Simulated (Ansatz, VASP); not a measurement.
# One calculation of LiCaF3, two programs

File INCAR:

```
SYSTEM = LiCaF3
PREC     = Accurate       ! precision mode
ENCUT    = 520            ! plane-wave cutoff, eV
EDIFF    = 1E-7           ! SCF threshold, eV
ISMEAR   = -1             ! smearing method
SIGMA    = 0.05           ! smearing width, eV
LREAL    = .FALSE.        ! projectors in reciprocal space
LASPH    = .TRUE.         ! aspherical terms in the spheres
NELM     = 60             ! most SCF steps
ALGO     = Normal         ! electronic algorithm
ISIF     = 2              ! what is computed and relaxed
LWAVE    = .FALSE.        ! write WAVECAR
LCHARG   = .TRUE.         ! write CHGCAR
GGA      = PE             ! functional
LELF     = .TRUE.         ! ELF
LVHAR    = .TRUE.       
NBANDS   = 25             ! bands
```

The input KPOINTS:

```
regular mesh
0
G
  6 6 6
  0 0 0
```

File POSCAR:

```
LiCaF3
1.0
    3.6860191200      0.0000000000      0.0000000000
    0.0000000000      3.6860191200      0.0000000000
    0.0000000000      0.0000000000      3.7612440000
Ca F Li
1 3 1
Direct
    0.0000000000      0.0000000000      0.0000000000
    0.5000000000      0.0000000000      0.5000000000
    0.5000000000      0.5000000000      0.0000000000
    0.0000000000      0.5000000000      0.5000000000
    0.5000000000      0.5000000000      0.5000000000
```

File input.yaml:

```yaml
crystal:
  lattice:
    - [3.68601912, 0.0, 0.0]
    - [0.0, 3.68601912, 0.0]
    - [0.0, 0.0, 3.761244]
  atoms:
    - { symbol: Ca, position: [0.0, 0.0, 0.0] }
    - { symbol: F, position: [0.5, 0.0, 0.5] }
    - { symbol: F, position: [0.5, 0.5, 0.0] }
    - { symbol: F, position: [0.0, 0.5, 0.5] }
    - { symbol: Li, position: [0.5, 0.5, 0.5] }
hamiltonian:
  xc: pbe
  pseudopotentials: { kind: paw }
kpoints:
  mp_grid: { grid: [6, 6, 6] }
scf:
  occupations: { method: fermi_dirac, width: 0.05 }
output:
  forces: true
  stress: true
  eigenvalues: true
  write_density: true
  write_potential: true
  elf: true
  volumetric_format: npy
```

Alike in both runs: task single point; functional PBE; k mesh 6 × 6 × 6; occupations fermi-dirac, width 0.05 eV; no spin polarisation.

|  | VASP | Ansatz |
| --- | --- | --- |
| version | VASP 6.6.1 | Ansatz 0.2.0 |
| potentials or method | VASP PAW PBE potentials, release 64 (Ca_sv, F, Li_sv) | Ansatz PAW |
| plane-wave cutoff (eV) | 520 | 420 |
| valence electrons in the cell | 34 | 34 |

```csv
,VASP,Ansatz,Ansatz less VASP
gap on the k mesh at the Fermi level (eV),6.39,6.40,+0.007
least direct gap on the mesh (eV),6.60,6.60,+0.008
```

The functional is the same, so the differences come from potentials, cutoffs and numerics.

Noted on VASP's run: the cutoff is short for stress, so the pressure is rough.
